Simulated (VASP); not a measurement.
# Si3N4 (P-43m) in VASP: a series of runs, part 2 of 2

VASP 6.6.1. The steps go on from the part before.

**3. Single point, BLYP+D3(BJ)**

This run uses another cell than the first one, of 9.83 Å³/atom, 0.976 times its volume.

The input, INCAR:

```
PREC = Accurate ; ENCUT = 520
EDIFF = 1E-6 ; ISMEAR = -1
SIGMA = 0.05 ; LREAL = False
LASPH = True ; NELM = 100
ALGO = Normal ; ISIF = 2
LWAVE = False ; LCHARG = False
GGA = B5 ; ALDAX = 1.0
AGGAX = 1.0 ; AGGAC = 1.0
ALDAC = 0.0 ; IVDW = 12
VDW_S6 = 1.0 ; VDW_S8 = 2.6996
VDW_A1 = 0.4298 ; VDW_A2 = 4.2359
NBANDS = 25
```

The input, KPOINTS:

```
Automatic mesh
0
Gamma
  7 7 7
```

The input, POSCAR:

```
Si3N4
1.0
    4.0981295209      0.0000000000      0.0000000000
    0.0000000000      4.0981295209      0.0000000000
    0.0000000000      0.0000000000      4.0981295209
Si N
3 4
Direct
    0.0000000000      0.0000000000      0.5000000000
    0.5000000000      0.0000000000      0.0000000000
    0.0000000000      0.5000000000      0.0000000000
    0.2400239484      0.2400239484      0.7599760516
    0.7599760516      0.7599760516      0.7599760516
    0.2400239484      0.7599760516      0.2400239484
    0.7599760516      0.2400239484      0.2400239484
```

Potentials or basis: VASP PAW PBE potentials, release 64 (Si, N).

Run with:

```
$ cat potpaw_PBE.64/Si/POTCAR potpaw_PBE.64/N/POTCAR > POTCAR
$ mpirun -np 1 vasp_std > vasp.out
```

OUTCAR:

```text
PREC = Accurate
   ENCUT = 520
   EDIFF = 1E-6
   ISMEAR = -1
   LREAL = False
   LASPH = True
   NELM = 100
   ISIF = 2
   GGA = B5
   IVDW = 12
 IVDW          = 12

 ion  position               nearest neighbor table
   1  0.000  0.000  0.500-   4 1.75   5 1.75   6 1.75   7 1.75   2 2.90   3 2.90   2 2.90   3 2.90
                             3 2.90   3 2.90   2 2.90   2 2.90
   2  0.500  0.000  0.000-   4 1.75   5 1.75   6 1.75   7 1.75   1 2.90   3 2.90   1 2.90   3 2.90
                             1 2.90   3 2.90   1 2.90   3 2.90
   3  0.000  0.500  0.000-   4 1.75   5 1.75   6 1.75   7 1.75   1 2.90   2 2.90   1 2.90   1 2.90
                             2 2.90   1 2.90   2 2.90   2 2.90
   4  0.240  0.240  0.760-   1 1.75   2 1.75   3 1.75
   5  0.760  0.760  0.760-   1 1.75   2 1.75   3 1.75
   6  0.240  0.760  0.240-   1 1.75   2 1.75   3 1.75
   7  0.760  0.240  0.240-   1 1.75   2 1.75   3 1.75

  LATTYP: Found a simple cubic cell.
 ALAT       =     4.0981295209

  Lattice vectors:

 A1 = (   4.0981295209,   0.0000000000,   0.0000000000)
 A2 = (   0.0000000000,   4.0981295209,   0.0000000000)
 A3 = (   0.0000000000,   0.0000000000,   4.0981295209)

Analysis of symmetry for initial positions (statically):
=====================================================================
 Subroutine PRICEL returns:
 Original cell was already a primitive cell.

 Routine SETGRP: Setting up the symmetry group for a
 simple cubic supercell.

 Subroutine GETGRP returns: Found 24 space group operations
 (whereof 24 operations were pure point group operations)
 out of a pool of 48 trial point group operations.

The static configuration has the point symmetry T_d .

Analysis of symmetry for dynamics (positions and initial velocities):
=====================================================================
 Subroutine PRICEL returns:
 Original cell was already a primitive cell.

 Routine SETGRP: Setting up the symmetry group for a
 simple cubic supercell.

 Subroutine GETGRP returns: Found 24 space group operations
 (whereof 24 operations were pure point group operations)
 out of a pool of 48 trial point group operations.

The dynamic configuration has the point symmetry T_d .

 Subroutine INISYM returns: Found 24 space group operations
 (whereof 24 operations are pure point group operations),
 and found     1 'primitive' translations

----------------------------------------------------------------------------------------

                                     Primitive cell

  volume of cell :      68.8267

  direct lattice vectors                    reciprocal lattice vectors
     4.098129521  0.000000000  0.000000000     0.244013762  0.000000000  0.000000000
     0.000000000  4.098129521  0.000000000     0.000000000  0.244013762  0.000000000
     0.000000000  0.000000000  4.098129521     0.000000000  0.000000000  0.244013762

  length of vectors
     4.098129521  4.098129521  4.098129521     0.244013762  0.244013762  0.244013762

  position of ions in fractional coordinates (direct lattice)
     0.000000000  0.000000000  0.500000000
     0.500000000  0.000000000  0.000000000
     0.000000000  0.500000000  0.000000000
     0.240023948  0.240023948  0.759976052
[... 42 lines left out ...]
  0.000000  0.000000  0.000000      1.000000
  0.142857  0.000000  0.000000      6.000000
  0.285714  0.000000  0.000000      6.000000
  0.428571  0.000000  0.000000      6.000000
  0.142857  0.142857  0.000000     12.000000
  0.285714  0.142857  0.000000     24.000000
[... 12 lines left out ...]
  0.428571  0.428571  0.285714     24.000000
  0.428571  0.428571  0.428571      8.000000
   k-points           NKPTS =     20   k-points in BZ     NKDIM =     20   number of bands    NBANDS=     25
   number of dos      NEDOS =    301   number of ions     NIONS =      7
   total plane-waves  NPLWV =  27000
   dimension x,y,z NGX =    30 NGY =   30 NGZ =   30
   dimension x,y,z NGXF=    60 NGYF=   60 NGZF=   60
   ions per type =               3   4
   NGX,Y,Z   is equivalent  to a cutoff of  12.17, 12.17, 12.17 a.u.
   NGXF,Y,Z  is equivalent  to a cutoff of  24.34, 24.34, 24.34 a.u.
 SYSTEM =  unknown system
   PREC   = accura    normal or accurate (medium, high low for compatibility)
   ISTART =      0    job   : 0-new  1-cont  2-samecut
   ICHARG =      2    charge: 1-file 2-atom 10-const
   ISPIN  =      1    spin polarized calculation?
   LNONCOLLINEAR =      F non collinear calculations
   LSORBIT =      F    spin-orbit coupling
   LASPH  =      T    aspherical Exc in radial PAW
   ENCUT  =  520.0 eV  38.22 Ry    6.18 a.u.   7.62  7.62  7.62*2*pi/ulx,y,z
   NELM   =    100;   NELMIN=  2; NELMDL= -5     # of ELM steps
   EDIFF  = 0.1E-05   stopping-criterion for ELM
   LREAL  =      F    real-space projection
   EDIFFG = 0.1E-04   stopping-criterion for IOM
   NSW    =      0    number of steps for IOM
   IBRION =     -1    ionic relax: 0-MD 1-quasi-New 2-CG
   NFREE  =      0    steps in history (QN), initial steepest desc. (CG)
   ISIF   =      2    stress and relaxation
   ISYM   =      2    0-nonsym 1-usesym 2-fastsym
   POTIM  = 0.5000    time-step for ionic-motion
   TEBEG  =    0.0;   TEEND  =   0.0 temperature during run
   PSTRESS=    0.0 pullay stress
   NELECT =      32.0000    total number of electrons
   NUPDOWN=      -1.0000    fix difference up-down
   EMIN   =  10.00;   EMAX   =-10.00  energy-range for DOS
   EFERMI =   0.00;   METHOD = LEGACY
   ISMEAR =    -1;   SIGMA  =   0.05  broadening in eV -4-tet -1-fermi 0-gaus
   EFERMI_NEDOS =   21; number of points for ismear=-14 and -15
   IALGO  =     38    algorithm
   IMIX   =      4    mixing-type and parameters
     AMIX     =   0.40;   BMIX     =  1.00
     AMIX_MAG =   1.60;   BMIX_MAG =  1.00
  volume/ion in A,a.u.               =       9.83        66.35
  Fermi-wavevector in a.u.,A,eV,Ry     =   1.268253  2.396650 21.884495  1.608465
  Thomas-Fermi vector in A             =   2.401357
   LORBIT       =      0    0 simple, 1 ext, 2 COOP (PROOUT), +10 PAW based schemes
   GGA     = B5    functional components
   LHFCALC =     F    Hartree Fock is set to
   AEXX    =    0.0000 exact exchange contribution
   IVDW    =    12    specifies the selected vdW correction
   LEPSILON=     F    determine dielectric tensor
   LRPA    =     F    only Hartree local field effects (RPA)
 non-spin polarized calculation
  energy-cutoff  :      520.00
  volume of cell :       68.83
 maximum number of plane-waves:      1870
   NGX = 15   NGY = 15   NGZ = 15

 number of electron      31.9999985 magnetization

 Free energy of the ion-electron system (eV)
  ---------------------------------------------------
  ext. energy  EPLUGINS =         0.00000000
  ---------------------------------------------------
  free energy    TOTEN  =       -51.59188764 eV

  energy without entropy =      -51.59188764  energy(sigma->0) =      -51.59188764

 E-fermi :   8.6091     XC(G=0): -10.6300

 val. band max:        7.4594688355   @ k =   0.4286   0.4286   0.4286
 cond. band min:      10.4754235219   @ k =   0.0000   0.0000   0.0000
 fundamental gap:      3.0159546863
 Fermi energy:         8.6090899445

 k-point     1 :       0.0000    0.0000    0.0000
  band No.  band energies     occupation
      1     -10.5963      2.00000
      2      -6.6622      2.00000
      3      -6.6622      2.00000
      4      -6.6622      2.00000
      5      -1.1715      2.00000
      6      -1.1715      2.00000
[... 549 lines left out ...]
     24      17.6863      0.00000
     25      17.8763      0.00000

------------------------ aborting loop because EDIFF is reached ----------------------------------------

 Edisp (eV)   -3.96737

 E8    (eV) :    -2.6404

  FORCE on cell =-STRESS in cart. coord.  units (eV):
  Direction    XX          YY          ZZ          XY          YZ          ZX
  --------------------------------------------------------------------------------------
  -------------------------------------------------------------------------------------
  Total       0.26889     0.26889     0.26889     0.00000     0.00000     0.00000
  in kB       6.25933     6.25933     6.25933     0.00000     0.00000     0.00000
  external pressure =        6.26 kB  Pullay stress =        0.00 kB

 VOLUME and BASIS-vectors are now :
 -----------------------------------------------------------------------------
  energy-cutoff  :      520.00
  volume of cell :       68.83
      direct lattice vectors                 reciprocal lattice vectors
     4.098129521  0.000000000  0.000000000     0.244013762  0.000000000  0.000000000
     0.000000000  4.098129521  0.000000000     0.000000000  0.244013762  0.000000000
     0.000000000  0.000000000  4.098129521     0.000000000  0.000000000  0.244013762

 POSITION                                       TOTAL-FORCE (eV/Angst)
 -----------------------------------------------------------------------------------
      0.00000      0.00000      2.04906        -0.000000      0.000000     -0.000000
      2.04906      0.00000      0.00000        -0.000000      0.000000      0.000000
      0.00000      2.04906      0.00000        -0.000000      0.000000     -0.000000
      0.98365      0.98365      3.11448         0.008616      0.008616     -0.008616
      3.11448      3.11448      3.11448        -0.008616     -0.008616     -0.008616
      0.98365      3.11448      0.98365         0.008616     -0.008616      0.008616
      3.11448      0.98365      0.98365        -0.008616      0.008616      0.008616
 -----------------------------------------------------------------------------------
    total drift:                               -0.000000     -0.000000     -0.000000

  FREE ENERGIE OF THE ION-ELECTRON SYSTEM (eV)
  ---------------------------------------------------
  free  energy   TOTEN  =       -55.5592623477 eV

  energy  without entropy=      -55.5592623477  energy(sigma->0) =      -55.55926235
```

It took 20 s on 1 thread of Intel Xeon 6975P-C (Granite Rapids), shared host; peak memory 0.18 GiB.

Results:

| Property | Result |
| --- | --- |
| Free energy | -55.5593 eV |
| Pressure | 0.6 GPa |
| Largest force | 0.015 eV/Å |
| Band gap on the k mesh | 3.02 eV, indirect (least direct gap 3.20 eV) |
| Dispersion energy per atom | -0.567 eV |

Forces in eV/Å, atoms in the order of the input:
```
Si   0.000  0.000  0.000
Si   0.000  0.000  0.000
Si   0.000  0.000  0.000
N    0.009  0.009 -0.009
N   -0.009 -0.009 -0.009
N    0.009 -0.009  0.009
N   -0.009  0.009  0.009
```

Levels at points of the mesh, in eV from the valence-band top:
```
           k point  band 12  band 13  band 14  band 15  band 16  band 17  band 18  band 19  band 20  band 21
(0.00, 0.00, 0.00)    -3.33    -3.33    -0.18    -0.18    -0.18     3.02     3.02     3.02     4.66     7.10
```

Caveat: the PAW data sets were made with another functional, which shifts forces and pressure a little. A k mesh can miss the band edges.

**4. Single point, PBEsol**

This run uses another cell than the first one, of 9.88 Å³/atom, 0.981 times its volume.

The input, INCAR:

```
PREC     = Accurate       # precision mode
ENCUT    = 520            # plane-wave cutoff, eV
EDIFF    = 1E-6           # SCF threshold, eV
ISMEAR   = -1             # smearing method
SIGMA    = 0.05           # smearing width, eV
LREAL    = False          # projectors in reciprocal space
LASPH    = True           # aspherical terms in the spheres
NELM     = 60             # most SCF steps
ALGO     = Normal         # electronic algorithm
ISIF     = 2              # what is computed and relaxed
LWAVE    = False          # write WAVECAR
LCHARG   = True           # write CHGCAR
GGA      = PS             # functional
LELF     = True           # ELF
LVHAR    = True         
NBANDS   = 25             # bands
```

KPOINTS is that of step 3.

The input, POSCAR:

```
Si3N4
1.0
    4.1049910649      0.0000000000      0.0000000000
    0.0000000000      4.1049910649      0.0000000000
    0.0000000000      0.0000000000      4.1049910649
Si N
3 4
Direct
    0.0000000000      0.0000000000      0.5000000000
    0.5000000000      0.0000000000      0.0000000000
    0.0000000000      0.5000000000      0.0000000000
    0.2403210030      0.2403210030      0.7596789970
    0.7596789970      0.7596789970      0.7596789970
    0.2403210030      0.7596789970      0.2403210030
    0.7596789970      0.2403210030      0.2403210030
```

Run with:

```
$ cat potpaw_PBE.64/Si/POTCAR potpaw_PBE.64/N/POTCAR > POTCAR
$ mpirun -np 1 vasp_std > vasp.out
```

Wall time 11 s (1 thread of Intel Xeon 6975P-C (Granite Rapids), shared host); peak memory 0.18 GiB.

It converged, with:

* Free energy: -58.5354 eV
* Pressure: 0.3 GPa
* Band gap on the k mesh: 2.61 eV, indirect (least direct gap 2.80 eV)

Levels at points of the mesh, in eV from the valence-band top:
```tsv
k point	band 12	band 13	band 14	band 15	band 16	band 17	band 18	band 19	band 20	band 21
(0.00, 0.00, 0.00)	-3.33	-3.33	-0.19	-0.19	-0.19	2.61	2.61	2.61	4.37	6.81
```

Caveat: the PAW data sets were made with another functional, which shifts forces and pressure a little. A k mesh can miss the band edges.

**5. Overview**

| task | level | cell | cutoff (eV) | gap on the mesh (eV) | pressure (GPa) |
| --- | --- | --- | --- | --- | --- |
| relaxation of cell and atoms | BLYP | relaxed from a = 4.131 Å, 7 atoms | 600 | 3.01 | 0.0 |
| single point | BLYP+D3(BJ) | a = 4.098 Å, 7 atoms | 520 | 3.02 | 0.6 |
| single point | PBEsol | a = 4.105 Å, 7 atoms | 520 | 2.61 | 0.3 |

Alike in all rows: potentials or basis VASP PAW PBE potentials, release 64 (Si, N); no spin polarisation; k mesh 7 × 7 × 7; smearing fermi-dirac 0.05 eV.

Caveats: the PAW data sets were made with another functional, which shifts forces and pressure a little.

Total energies depend on the potentials used, so only differences within one code and one set of settings carry meaning.
